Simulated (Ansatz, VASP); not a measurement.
C in VASP and in Ansatz

POSCAR

```
C
1.0
    2.4558907252      0.0000000000      0.0000000000
   -1.2279453626      2.1268637570      0.0000000000
    0.0000000000      0.0000000000      7.0497855834
C
4
Direct
    0.0000000000      0.0000000000      0.0024999316
    0.0000000000      0.0000000000      0.5024999316
    0.3333333333      0.6666666667      0.0025000684
    0.6666666667      0.3333333333      0.5025000684
```

INCAR.step1

```
SYSTEM = C
PREC = Accurate
ENCUT = 520
ISMEAR = 0
SIGMA = 0.15
LREAL = .False.
LASPH = .True.
NELM = 60
NBANDS = 16
GGA = PE
ALGO = Normal
EDIFF = 1E-4
LWAVE = .True.
LCHARG = .False.
```

Contents of INCAR.step2:

```
SYSTEM = C
PREC = Accurate
ENCUT = 520
EDIFF = 1E-6
ISMEAR = 0
SIGMA = 0.15
LREAL = .False.
LASPH = .True.
NELM = 60
ALGO = Normal
ISIF = 2
LWAVE = .False.
LCHARG = .False.
METAGGA = R2SCAN
LMIXTAU = .True.
NBANDS = 16
ISTART = 1
```

The input KPOINTS:

```
Automatic mesh
0
Gamma
  24 24 8
  0 0 0
```

Input for Ansatz:

```yaml
crystal:
  lattice:
    - [2.4558907252, 0.0, 0.0]
    - [-1.2279453626, 2.126863757, 0.0]
    - [0.0, 0.0, 7.0497855834]
  atoms:
    - { symbol: C, position: [0.0, 0.0, 0.0024999316] }
    - { symbol: C, position: [0.0, 0.0, 0.5024999316] }
    - { symbol: C, position: [0.3333333333, 0.6666666667, 0.0025000684] }
    - { symbol: C, position: [0.6666666667, 0.3333333333, 0.5025000684] }
basis:
  ecutwfc: 500
kpoints:
  mp_grid: { grid: [24, 24, 8] }
hamiltonian:
  xc: r2scan
scf:
  occupations: { method: gaussian, width: 0.15 }
output:
  forces: true
  stress: true
  eigenvalues: true
  write_density: true
  write_potential: true
  elf: true
  volumetric_format: npy
```

Alike in both runs: task single point; functional r2SCAN; k mesh 24 × 24 × 8; occupations gaussian, width 0.15 eV; no spin polarisation.

|  | VASP | Ansatz |
| --- | --- | --- |
| version | VASP 6.6.1 | Ansatz 0.2.0 |
| potentials or method | VASP PAW PBE potentials, release 64 (C), cutoff 520 eV | scalar-relativistic, plane waves, PAW |
| valence electrons in the cell | 16 | 16 |

|  | VASP | Ansatz | Ansatz less VASP |
| --- | --- | --- | --- |
| gap on the k mesh at the Fermi level (eV) | none | none | - |
| pressure (GPa) | 0.6 | 0.0 | -0.64 |
| traceless stress, the component that is largest in VASP (GPa) | -0.73 | 0.02 | +0.751 |

VASP's potentials were made for PBE, not for r2SCAN. A gap of «none» marks a metal or a gap that the smearing closes.
